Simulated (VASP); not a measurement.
# TlFe2H4O2 (C2/m) in VASP: single point with PBE

Aim: the single point of TlFe2H4O2 with PBE.

Program: VASP 6.6.1. These are calculated values, not measurements. Logs are shortened: lines on timing, memory, paths and dates and some standing lists are left out, and cuts for length are marked.

## Step 1: The cell of the first run

Symmetry: C2/m, No. 12, monoclinic system. Conventional cell: a = 6.887 Å, b = 8.121 Å, c = 3.406 Å, α = 90.00°, β = 97.60°, γ = 90.00°. Within 2.7 Å of Tl (site symmetry 2/m) lie 2 O at 1.95 Å and 4 Fe at 2.35 to 2.36 Å and 4 H at 2.61 Å. Fe (site symmetry m) has 2 H at 2.13 Å and 2 Tl at 2.35 to 2.36 Å within 2.8 Å. O (site symmetry 2) has 2 H at 0.92 Å within 1.2 Å. H (site symmetry 1) has 1 O at 0.92 Å within 1.2 Å.

## Step 2: Single point, PBE

The input, INCAR:

```
PREC = Accurate ; ENCUT = 520
EDIFF = 1E-7 ; ISMEAR = 1
SIGMA = 0.1359 ; LREAL = F
LASPH = T ; NELM = 60
ALGO = Normal ; ISIF = 2
LWAVE = F ; LCHARG = F
GGA = PE ; NBANDS = 32
```

The input, KPOINTS:

```
Automatic mesh
0
Gamma
  5 5 7
```

The input, POSCAR:

```
TlFe2H4O2
1.0
    3.4437170000      4.0605560000      0.0000000000
    3.4437170000     -4.0605560000      0.0000000000
    0.4504560000      0.0000000000     -3.3759990000
Tl Fe O H
1 2 2 4
Direct
    0.0000000000      0.0000000000      0.0000000000
    0.2385000000      0.2385000000      0.4384000000
    0.7615000000      0.7615000000      0.5616000000
    0.2396000000      0.7604000000      0.0000000000
    0.7604000000      0.2396000000      0.0000000000
    0.3990000000      0.7810000000      0.8610000000
    0.2190000000      0.6010000000      0.1390000000
    0.6010000000      0.2190000000      0.1390000000
    0.7810000000      0.3990000000      0.8610000000
```

Potentials or basis: VASP PAW PBE potentials, release 64 (Tl_d, Fe, O, H).

Launch:

```console
$ cat potpaw_PBE.64/Tl_d/POTCAR potpaw_PBE.64/Fe/POTCAR potpaw_PBE.64/O/POTCAR potpaw_PBE.64/H/POTCAR > POTCAR
$ mpirun -np 1 vasp_std > vasp.out
```

OUTCAR:

```text
PREC = Accurate
   ENCUT = 520
   EDIFF = 1E-7
   ISMEAR = 1
   LREAL = F
   LASPH = T
   NELM = 60
   ISIF = 2
   GGA = PE

 ion  position               nearest neighbor table
   1  0.000  0.000  0.000-   4 1.95   5 1.95   3 2.35   2 2.35   3 2.36   2 2.36
   2  0.239  0.239  0.438-   1 2.35   1 2.36
   3  0.761  0.761  0.562-   1 2.35   1 2.36
   4  0.240  0.760  0.000-   6 0.92   7 0.92   1 1.95
   5  0.760  0.240  0.000-   8 0.92   9 0.92   1 1.95
   6  0.399  0.781  0.861-   4 0.92
   7  0.219  0.601  0.139-   4 0.92
   8  0.601  0.219  0.139-   5 0.92
   9  0.781  0.399  0.861-   5 0.92

  LATTYP: Found a base centered monoclinic cell.
 ALAT       =     6.8874340000
 B/A-ratio  =     1.1791201193
 C/A-ratio  =     0.4945119412
 COS(beta)  =    -0.1322568402

  Lattice vectors:

 A1 = (  -3.4437170000,  -4.0605560000,   0.0000000000)
 A2 = (  -3.4437170000,   4.0605560000,   0.0000000000)
 A3 = (   0.4504560000,   0.0000000000,  -3.3759990000)

Analysis of symmetry for initial positions (statically):
=====================================================================
 Subroutine PRICEL returns:
 Original cell was already a primitive cell.

 Routine SETGRP: Setting up the symmetry group for a
 base centered monoclinic supercell.

 Subroutine GETGRP returns: Found  4 space group operations
 (whereof  4 operations were pure point group operations)
 out of a pool of  4 trial point group operations.

The static configuration has the point symmetry C_2h.

Analysis of symmetry for dynamics (positions and initial velocities):
=====================================================================
 Subroutine PRICEL returns:
 Original cell was already a primitive cell.

 Routine SETGRP: Setting up the symmetry group for a
 base centered monoclinic supercell.

 Subroutine GETGRP returns: Found  4 space group operations
 (whereof  4 operations were pure point group operations)
 out of a pool of  4 trial point group operations.

The dynamic configuration has the point symmetry C_2h.

 Subroutine INISYM returns: Found  4 space group operations
 (whereof  4 operations are pure point group operations),
 and found     1 'primitive' translations

----------------------------------------------------------------------------------------

                                     Primitive cell

  volume of cell :      94.4159

  direct lattice vectors                    reciprocal lattice vectors
     3.443717000  4.060556000  0.000000000     0.145191954  0.123135846  0.019372810
     3.443717000 -4.060556000  0.000000000     0.145191954 -0.123135846  0.019372810
     0.450456000  0.000000000 -3.375999000     0.000000000  0.000000000 -0.296208619

  length of vectors
     5.324218422  5.324218422  3.405918357     0.191359468  0.191359468  0.296208619

  position of ions in fractional coordinates (direct lattice)
     0.000000000  0.000000000  0.000000000
     0.238500000  0.238500000  0.438400000
     0.761500000  0.761500000  0.561600000
     0.239600000  0.760400000  0.000000000
     0.760400000  0.239600000  0.000000000
     0.399000000  0.781000000  0.861000000
     0.219000000  0.601000000  0.139000000
     0.601000000  0.219000000  0.139000000
     0.781000000  0.399000000  0.861000000

  ion indices of the primitive-cell ions
   primitive index   ion index
                 1           1
                 2           2
                 3           3
                 4           4
                 5           5
                 6           6
                 7           7
                 8           8
                 9           9

----------------------------------------------------------------------------------------

 KPOINTS: Automatic mesh

Automatic generation of k-mesh.
 Grid dimensions read from file:
 generate k-points for:    5    5    7

 Generating k-lattice:

  Cartesian coordinates                     Fractional coordinates (reciprocal lattice)
     0.029038391  0.024627169  0.003874562     0.200000000  0.000000000  0.000000000
     0.029038391 -0.024627169  0.003874562     0.000000000  0.200000000  0.000000000
     0.000000000  0.000000000 -0.042315517     0.000000000  0.000000000  0.142857143

  Length of vectors
     0.038271894  0.038271894  0.042315517

  Shift w.r.t. Gamma in fractional coordinates (k-lattice)
     0.000000000  0.000000000  0.000000000

 Subroutine IBZKPT returns following result:
 ===========================================

 Found     54 irreducible k-points:

 Following reciprocal coordinates:
            Coordinates               Weight
  0.000000  0.000000  0.000000      1.000000
  0.200000 -0.000000  0.000000      4.000000
  0.400000  0.000000  0.000000      4.000000
  0.200000  0.200000  0.000000      2.000000
  0.400000  0.200000 -0.000000      4.000000
 -0.400000  0.200000 -0.000000      4.000000
[... 16 lines left out ...]
 -0.200000 -0.400000  0.142857      4.000000
 -0.200000 -0.200000  0.142857      2.000000
 [... further k-points ...]
   k-points           NKPTS =     54   k-points in BZ     NKDIM =     54   number of bands    NBANDS=     32
   number of dos      NEDOS =    301   number of ions     NIONS =      9
   total plane-waves  NPLWV =  44800
   dimension x,y,z NGX =    40 NGY =   40 NGZ =   28
   dimension x,y,z NGXF=    80 NGYF=   80 NGZF=   56
   ions per type =               1   2   2   4
   NGX,Y,Z   is equivalent  to a cutoff of  12.49, 12.49, 13.67 a.u.
   NGXF,Y,Z  is equivalent  to a cutoff of  24.98, 24.98, 27.33 a.u.
 SYSTEM =  unknown system
   PREC   = accura    normal or accurate (medium, high low for compatibility)
   ISTART =      0    job   : 0-new  1-cont  2-samecut
   ICHARG =      2    charge: 1-file 2-atom 10-const
   ISPIN  =      1    spin polarized calculation?
   LNONCOLLINEAR =      F non collinear calculations
   LSORBIT =      F    spin-orbit coupling
   LASPH  =      T    aspherical Exc in radial PAW
   ENCUT  =  520.0 eV  38.22 Ry    6.18 a.u.   9.90  9.90  6.33*2*pi/ulx,y,z
   NELM   =     60;   NELMIN=  2; NELMDL= -5     # of ELM steps
   EDIFF  = 0.1E-06   stopping-criterion for ELM
   LREAL  =      F    real-space projection
   EDIFFG = 0.1E-05   stopping-criterion for IOM
   NSW    =      0    number of steps for IOM
   IBRION =     -1    ionic relax: 0-MD 1-quasi-New 2-CG
   NFREE  =      0    steps in history (QN), initial steepest desc. (CG)
   ISIF   =      2    stress and relaxation
   ISYM   =      2    0-nonsym 1-usesym 2-fastsym
   POTIM  = 0.5000    time-step for ionic-motion
   TEBEG  =    0.0;   TEEND  =   0.0 temperature during run
   PSTRESS=    0.0 pullay stress
   NELECT =      45.0000    total number of electrons
   NUPDOWN=      -1.0000    fix difference up-down
   EMIN   =  10.00;   EMAX   =-10.00  energy-range for DOS
   EFERMI =   0.00;   METHOD = LEGACY
   ISMEAR =     1;   SIGMA  =   0.14  broadening in eV -4-tet -1-fermi 0-gaus
   EFERMI_NEDOS =   21; number of points for ismear=-14 and -15
   IALGO  =     38    algorithm
   IMIX   =      4    mixing-type and parameters
     AMIX     =   0.40;   BMIX     =  1.00
     AMIX_MAG =   1.60;   BMIX_MAG =  1.00
  volume/ion in A,a.u.               =      10.49        70.79
  Fermi-wavevector in a.u.,A,eV,Ry     =   1.278784  2.416552 22.249457  1.635289
  Thomas-Fermi vector in A             =   2.411307
   LORBIT       =      0    0 simple, 1 ext, 2 COOP (PROOUT), +10 PAW based schemes
   GGA     = PE    functional components
   LHFCALC =     F    Hartree Fock is set to
   AEXX    =    0.0000 exact exchange contribution
   IVDW    =     0    specifies the selected vdW correction
   LEPSILON=     F    determine dielectric tensor
   LRPA    =     F    only Hartree local field effects (RPA)
 non-spin polarized calculation
 Methfessel and Paxton  Order N= 1 SIGMA  =   0.14
  energy-cutoff  :      520.00
  volume of cell :       94.42
 maximum number of plane-waves:      2567
   NGX = 19   NGY = 19   NGZ = 13

 number of electron      45.0000006 magnetization

 Free energy of the ion-electron system (eV)
  ---------------------------------------------------
  ext. energy  EPLUGINS =         0.00000000
  ---------------------------------------------------
  free energy    TOTEN  =       -31.64309054 eV

  energy without entropy =      -31.62853325  energy(sigma->0) =      -31.63823811

 E-fermi :   4.0190     XC(G=0): -10.1137

 val. band max:        4.0169742266   @ k =   0.2000   0.2000   0.1429
 cond. band min:       4.0200885283   @ k =  -0.4000   0.4000   0.0000
 fundamental gap:      0.0031143017
 Fermi energy:         4.0190026144

 k-point     1 :       0.0000    0.0000    0.0000
  band No.  band energies     occupation
      1     -19.8682      2.00000
      2     -19.5314      2.00000
      3      -9.4236      2.00000
      4      -8.5568      2.00000
      5      -8.0417      2.00000
      6      -7.9978      2.00000
[... 24 lines left out ...]
     31      10.9462      0.00000
     32      11.5449      0.00000

 k-point     2 :       0.2000   -0.0000    0.0000
  band No.  band energies     occupation
      1     -19.8495      2.00000
      2     -19.5493      2.00000
      3      -9.4100      2.00000
      4      -8.5178      2.00000
      5      -8.0401      2.00000
      6      -7.9979      2.00000
[... 24 lines left out ...]
     31      11.2059      0.00000
     32      11.6572      0.00000

 k-point     3 :       0.4000    0.0000    0.0000
  band No.  band energies     occupation
      1     -19.8131      2.00000
      2     -19.5848      2.00000
      3      -9.3888      2.00000
      4      -8.4499      2.00000
      5      -8.0361      2.00000
      6      -7.9981      2.00000
[... 24 lines left out ...]
     31      12.4700      0.00000
     32      12.9858      0.00000

 k-point     4 :       0.2000    0.2000    0.0000
  band No.  band energies     occupation
      1     -19.8334      2.00000
      2     -19.5641      2.00000
      3      -9.4177      2.00000
      4      -8.4625      2.00000
      5      -8.0396      2.00000
      6      -7.9980      2.00000
[... 24 lines left out ...]
     31      11.4510      0.00000
     32      11.9939      0.00000

 k-point     5 :       0.4000    0.2000   -0.0000
  band No.  band energies     occupation
      1     -19.8010      2.00000
      2     -19.5949      2.00000
      3      -9.4036      2.00000
      4      -8.3982      2.00000
      5      -8.0357      2.00000
      6      -7.9982      2.00000
[... 584 lines left out ...]
     31      11.8904      0.00000
     32      12.4781      0.00000

 k-point    22 :      -0.4000   -0.4000    0.1429
  band No.  band energies     occupation
      1     -19.7612      2.00000
      2     -19.6024      2.00000
      3      -9.3998      2.00000
      4      -8.3407      2.00000
      5      -8.0256      2.00000
      6      -7.9053      2.00000
[... 24 lines left out ...]
     31      12.0984      0.00000
     32      13.3045      0.00000

 k-point    23 :      -0.2000   -0.4000    0.1429
  band No.  band energies     occupation
      1     -19.7841      2.00000
      2     -19.5818      2.00000
      3      -9.3899      2.00000
      4      -8.4065      2.00000
      5      -8.0223      2.00000
      6      -7.9088      2.00000
[... 24 lines left out ...]
     31      12.0654      0.00000
     32      12.9472      0.00000

 k-point    24 :      -0.2000   -0.2000    0.1429
  band No.  band energies     occupation
      1     -19.8147      2.00000
      2     -19.5522      2.00000
      3      -9.4012      2.00000
      4      -8.4629      2.00000
      5      -8.0206      2.00000
      6      -7.9126      2.00000
[... 24 lines left out ...]
     31      12.0054      0.00000
     32      12.4549      0.00000

 [... further k-points ...]

------------------------ aborting loop because EDIFF is reached ----------------------------------------

  FORCE on cell =-STRESS in cart. coord.  units (eV):
  Direction    XX          YY          ZZ          XY          YZ          ZX
  --------------------------------------------------------------------------------------
  -------------------------------------------------------------------------------------
  Total       17.7092309     41.2830310     16.2951198      0.0000000      0.0000000      7.3100230
  in kB      300.5142149    700.5463818    276.5176625      0.0000000      0.0000000    124.0463703
  external PRESSURE =     425.8594197 kB  Pullay stress =       0.0000000 kB

 VOLUME and BASIS-vectors are now :
 -----------------------------------------------------------------------------
  energy-cutoff  :      520.00
  volume of cell :       94.42
      direct lattice vectors                 reciprocal lattice vectors
     3.443717000  4.060556000  0.000000000     0.145191954  0.123135846  0.019372810
     3.443717000 -4.060556000  0.000000000     0.145191954 -0.123135846  0.019372810
     0.450456000  0.000000000 -3.375999000     0.000000000  0.000000000 -0.296208619

 POSITION                                       TOTAL-FORCE (eV/Angst)
 -----------------------------------------------------------------------------------
      0.00000      0.00000      0.00000         0.000000      0.000000      0.000000
      1.84013      0.00000     -1.48004         3.596864      0.000000      0.286565
      5.49776      0.00000     -1.89596        -3.596864      0.000000     -0.286565
      3.44372     -2.11474      0.00000         0.000000      2.824541      0.000000
      3.44372      2.11474      0.00000         0.000000     -2.824541     -0.000000
      4.45143     -1.55113     -2.90674         2.895939      2.650983      2.427093
      2.88646     -1.55113     -0.46926        -2.895939      2.650983     -2.427093
      2.88646      1.55113     -0.46926        -2.895939     -2.650983     -2.427093
      4.45143      1.55113     -2.90674         2.895939     -2.650983      2.427093
 -----------------------------------------------------------------------------------
    total drift:                                0.000000     -0.000000     -0.000000

  FREE ENERGIE OF THE ION-ELECTRON SYSTEM (eV)
  ---------------------------------------------------
  free  energy   TOTEN  =       -31.6430905350 eV

  energy  without entropy=      -31.6285332520  energy(sigma->0) =      -31.63823811
```

Run time: 5.6 min. Hardware: 1 thread of AMD EPYC 7R13, shared host; peak memory 0.28 GiB.

Results:

```yaml
Free_energy: -31.6431 eV
Pressure: 42.6 GPa
Largest_force: 4.616 eV/Å
Band_gap_on_the_k_mesh: zero (an odd number of electrons rules out a gap without spin polarisation)
```

Forces in eV/Å, atoms in the order of the input:
```
Tl   0.000  0.000  0.000
Fe   3.597  0.000  0.287
Fe  -3.597  0.000 -0.287
O    0.000  2.825  0.000
O    0.000 -2.825  0.000
H    2.896  2.651  2.427
H   -2.896  2.651 -2.427
H   -2.896 -2.651 -2.427
H    2.896 -2.651  2.427
```

Caveat: the cell stands under pressure; spin-orbit coupling is left out, which moves the levels of the heavy elements; an odd number of electrons without spin polarisation forces a metal; a magnetic or distorted state may lie lower; the run has no spin polarisation, though such a crystal can be magnetic. Spin polarisation is off, so any magnetic state and its effect on volume and gap are missing.
